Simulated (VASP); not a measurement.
Input of a VASP 6.6.1 run:

INCAR

```
PREC = Accurate ; ENCUT = 520
EDIFF = 1E-6 ; ISMEAR = 0
SIGMA = 0.018000000000000002 ; LREAL = F
LASPH = T ; NELM = 150
ALGO = Normal ; ISIF = 2
LWAVE = F ; LCHARG = F
ISPIN = 2 ; MAGMOM = 4 0
LORBIT = 11 ; LMAXMIX = 4
GGA = PE ; NBANDS = 20
```

File KPOINTS:

```
Automatic mesh
0
Gamma
  9 9 9
```

POSCAR

```
MnS
1.0
    0.0000000000      2.6045000000      2.6045000000
    2.6045000000      0.0000000000      2.6045000000
    2.6045000000      2.6045000000      0.0000000000
Mn S
1 1
Direct
    0.0000000000      0.0000000000      0.0000000000
    0.5000000000      0.5000000000      0.5000000000
```

Potentials or basis: VASP PAW PBE potentials, release 64 (Mn_pv, S).

Command:

```console
$ cat potpaw_PBE.64/Mn_pv/POTCAR potpaw_PBE.64/S/POTCAR > POTCAR
$ mpirun -np 1 vasp_std > vasp.out
```

Task: Estimate the net moment.

Result: 4.72 μB per cell.

Task: Estimate the pressure.

Result: -2.9 GPa.

Task: Predict the site moments.

Result: Mn +4.26; S +0.11 μB.

Caveat: a cell with one magnetic atom can't hold antiferromagnetic order, which such compounds often take.
